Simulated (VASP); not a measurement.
Set up this calculation in VASP 6.6.1, as the native input.

```yaml
Task: single point
Functional: PBE
Potentials_or_basis: VASP PAW PBE potentials, release 64 (Cd, Se)
Cutoff: 520 eV
k_mesh: 13 × 13 × 13
Occupations: fermi-dirac, width 0.05 eV
Spin: no spin polarisation
Dipole_correction: no
Further_INCAR_settings: ALGO = Normal; EDIFF = 1e-07; NBANDS = 16
```

The structure of CdSe (rocksalt type) lies in POSCAR:

```
CdSe
1.0
    0.0000000000      2.8000811730      2.8000811730
    2.8000811730      0.0000000000      2.8000811730
    2.8000811730      2.8000811730      0.0000000000
Cd Se
1 1
Direct
    0.0000000000      0.0000000000      0.0000000000
    0.5000000000      0.5000000000      0.5000000000
```

These files were run (other wordings do the same):

INCAR

```
PREC = Accurate ; ENCUT = 520
EDIFF = 1E-7 ; ISMEAR = -1
SIGMA = 0.05 ; LREAL = False
LASPH = True ; NELM = 60
ALGO = Normal ; ISIF = 2
LWAVE = False ; LCHARG = False
GGA = PE ; NBANDS = 16
```

KPOINTS

```
regular mesh
0
Gamma
  13 13 13
```

Potentials or basis: VASP PAW PBE potentials, release 64 (Cd, Se).

Launch:

```console
$ cat potpaw_PBE.64/Cd/POTCAR potpaw_PBE.64/Se/POTCAR > POTCAR
$ mpirun -np 1 vasp_std > vasp.out
```

Results of the run:

```yaml
Pressure: 5.7 GPa
Band_gap_on_the_k_mesh: zero (band 9 reaches 2.98 eV, above the bottom of band 10 at 2.59 eV)
```

It took 26 s on 1 thread of Intel(R) Xeon(R) 6975P-C (Granite Rapids), with other jobs on the host, peak memory 0.21 GiB.
